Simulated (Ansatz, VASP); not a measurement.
BiTe: VASP beside Ansatz

```
CELL_PARAMETERS angstrom
2.37325 1.37020 3.24957
-2.37325 1.37020 3.24957
0.00000 -2.74039 3.24957
ATOMIC_POSITIONS crystal
Bi 0.50000 0.50000 0.50000
Te 0.00000 0.00000 0.00000
```

Alike in both runs: task single point; functional r2SCAN; k mesh 7 × 7 × 7; occupations fermi-dirac, width 0.05 eV; no spin polarisation.

```csv
,VASP,Ansatz
version,VASP 6.6.1,Ansatz 0.2.0
potentials or method,"VASP PAW PBE potentials, release 64 (Bi_d, Te)",Ansatz PAW
plane-wave cutoff (eV),520,500
valence electrons in the cell,21,31
```

Ansatz gave:

| Property | Result |
| --- | --- |
| gap on the k mesh at the Fermi level (eV) | none |
| pressure (GPa) | 2.9 |
| traceless stress, the component that is largest in VASP (GPa) | -0.54 |

Problem. What did VASP give for the same quantities?

Solution. gap on the k mesh at the Fermi level (eV): none; pressure (GPa): 2.9; traceless stress, the component that is largest in VASP (GPa): -0.53.

VASP's potentials were made for PBE, not for r2SCAN. A gap of «none» marks a metal or a gap that the smearing closes. VASP's potentials hold 21 valence electrons a cell and Ansatz's 31, so a difference there can come from the potentials and not from the codes.

Neither program's run includes spin-orbit coupling.
